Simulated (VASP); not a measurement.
A run of VASP 6.6.1 is set up as follows.

Contents of INCAR:

```
PREC = Accurate
ENCUT = 520
EDIFF = 1E-6
ISMEAR = -1
SIGMA = 0.08
LREAL = False
LASPH = True
NELM = 80
ALGO = Normal
ISIF = 2
LWAVE = False
LCHARG = True
LELF = True
LVHAR = True
NBANDS = 23
```

File KPOINTS:

```
regular mesh
0
Gamma
  11 11 8
```

Contents of POSCAR:

```
SbPt
1.0
    4.0741802462      0.0000000000      0.0000000000
   -2.0370901231      3.5283435928      0.0000000000
    0.0000000000      0.0000000000      5.3980449883
Sb Pt
2 2
Direct
    0.3333333333      0.6666666667      0.2500000000
    0.6666666667      0.3333333333      0.7500000000
    0.0000000000      0.0000000000      0.0000000000
    0.0000000000      0.0000000000      0.5000000000
```

Potentials or basis: VASP PAW LDA potentials, release 64 (Sb, Pt).

Launch:

```bash
$ cat potpaw_LDA.64/Sb/POTCAR potpaw_LDA.64/Pt/POTCAR > POTCAR
$ mpirun -np 1 vasp_std > vasp.out
```

(1) Estimate the band gap on the k mesh.

(2) What does it give for the pressure?

## Answers

(1) zero (band 15 reaches 13.25 eV, above the bottom of band 16 at 9.10 eV).

(2) 7.0 GPa.

Caveat: spin-orbit coupling is left out, which moves the levels of the heavy elements.
